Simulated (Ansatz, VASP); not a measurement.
**Li2Se in VASP and in Ansatz**

```
Li Se
1.0
     0.00000    2.70392    2.70392
     2.70392    0.00000    2.70392
     2.70392    2.70392    0.00000
Li Se
2 1
Direct
  0.75000 0.75000 0.75000
  0.25000 0.25000 0.25000
  0.00000 0.00000 0.00000
```

Alike in both runs: functional r2SCAN; k mesh 8 × 8 × 8; occupations fermi-dirac, width 0.03 eV; no spin polarisation.

Ansatz relaxed the structure, and its values are those at the end. VASP's run is a single point on that final structure, the one shown.

|  | VASP | Ansatz |
| --- | --- | --- |
| version | VASP 6.6.1 | Ansatz 0.2.0 |
| potentials or method | VASP PAW PBE potentials, release 64 (Li_sv, Se) | PAW with Ansatz's default frozen-core files, scalar-relativistic |
| plane-wave cutoff (eV) | 830 | 500 |
| valence electrons in the cell | 12 | 22 |

Ansatz gave:

```
pressure (GPa) : 19.4
```

Task: What did VASP give for the same quantities?

Result: Pressure (GPa): 19.7.

VASP's potentials were made for PBE, not for r2SCAN. VASP's potentials hold 12 valence electrons a cell and Ansatz's 22, so a difference there can come from the potentials and not from the codes. Ansatz's warnings: stress scf threshold loose.
